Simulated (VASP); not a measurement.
A run of VASP 6.6.1 is set up as follows.

File POSCAR:

```
Te
1.0
    0.0000000000      2.4848829205      2.4848829205
    2.4848829205      0.0000000000      2.4848829205
    2.4848829205      2.4848829205      0.0000000000
Te
1
Direct
    0.0000000000      0.0000000000      0.0000000000
```

File INCAR.step1:

```
SYSTEM = Te
PREC     = Accurate       ! precision mode
ENCUT    = 520            ! plane-wave cutoff, eV
ISMEAR   = -1             ! smearing method
SIGMA    = 0.1            ! smearing width, eV
LREAL    = .FALSE.        ! projectors in reciprocal space
LASPH    = .TRUE.         ! aspherical terms in the spheres
NELM     = 100            ! most SCF steps
NBANDS   = 9              ! bands
GGA      = PE             ! functional
ALGO     = Normal         ! electronic algorithm
EDIFF    = 1E-4           ! SCF threshold, eV
LWAVE    = .TRUE.         ! write WAVECAR
LCHARG   = .FALSE.        ! write CHGCAR
```

INCAR.step2

```
SYSTEM = Te
PREC     = Accurate       ! precision mode
ENCUT    = 520            ! plane-wave cutoff, eV
EDIFF    = 1E-6           ! SCF threshold, eV
ISMEAR   = -1             ! smearing method
SIGMA    = 0.1            ! smearing width, eV
LREAL    = .FALSE.        ! projectors in reciprocal space
LASPH    = .TRUE.         ! aspherical terms in the spheres
NELM     = 100            ! most SCF steps
ALGO     = Normal         ! electronic algorithm
ISIF     = 2              ! what is computed and relaxed
LWAVE    = .FALSE.        ! write WAVECAR
LCHARG   = .FALSE.        ! write CHGCAR
METAGGA  = R2SCAN         ! meta-GGA
LMIXTAU  = .TRUE.       
NBANDS   = 9              ! bands
ISTART   = 1
```

Contents of KPOINTS:

```
Automatic mesh
0
G
  13 13 13
  0 0 0
```

Potentials or basis: VASP PAW PBE potentials, release 64 (Te).

Command:

```bash
$ cat potpaw_PBE.64/Te/POTCAR > POTCAR
$ cp INCAR.step1 INCAR
$ mpirun -np 1 vasp_std > vasp.out
$ cp INCAR.step2 INCAR
$ mpirun -np 1 vasp_std > vasp.out
```

Problem. What does it give for the band gap on the k mesh?

Solution. Zero (band 3 reaches 9.41 eV, above the bottom of band 4 at 4.97 eV).

Problem. Estimate the pressure.

Solution. -3.5 GPa.

Caveat: the PAW data sets were made with another functional, which shifts forces and pressure a little; spin-orbit coupling is left out, which moves the levels of the heavy elements.
